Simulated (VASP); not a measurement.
Runs of VASP 6.6.1 on Si. The structure is that of space group Fd-3m (No. 227), or close to it. The cells are those of the table. 

```csv
cell,gap on the mesh (eV),pressure (GPa)
"a = 3.851, b = 3.851, c = 3.902 Å, angles 59.6, 59.6, 60.9°, 2 atoms",0.37,-0.1
"a = 3.885, b = 3.885, c = 3.834 Å, angles 60.4, 60.4, 59.1°, 2 atoms",(a),0.0
"a = 3.868 Å, angles 60.0°, 2 atoms",0.65,-0.1
"a = 3.903, b = 3.903, c = 3.800 Å, angles 60.9, 60.9, 58.3°, 2 atoms",0.37,0.0
```

Alike in all rows: task single point; level PBE; potentials or basis VASP PAW PBE potentials, release 64 (Si); no spin polarisation; k mesh 8 × 8 × 8; cutoff (eV) 520; smearing gaussian 0.05 eV.

Estimate the missing entries.

(a) 0.51.

Caveats: semilocal functionals underestimate gaps, and a narrow one can read as zero; the stress differs along the axes, from -4 to 2 GPa (at least some runs).

A k mesh can miss the band edges.
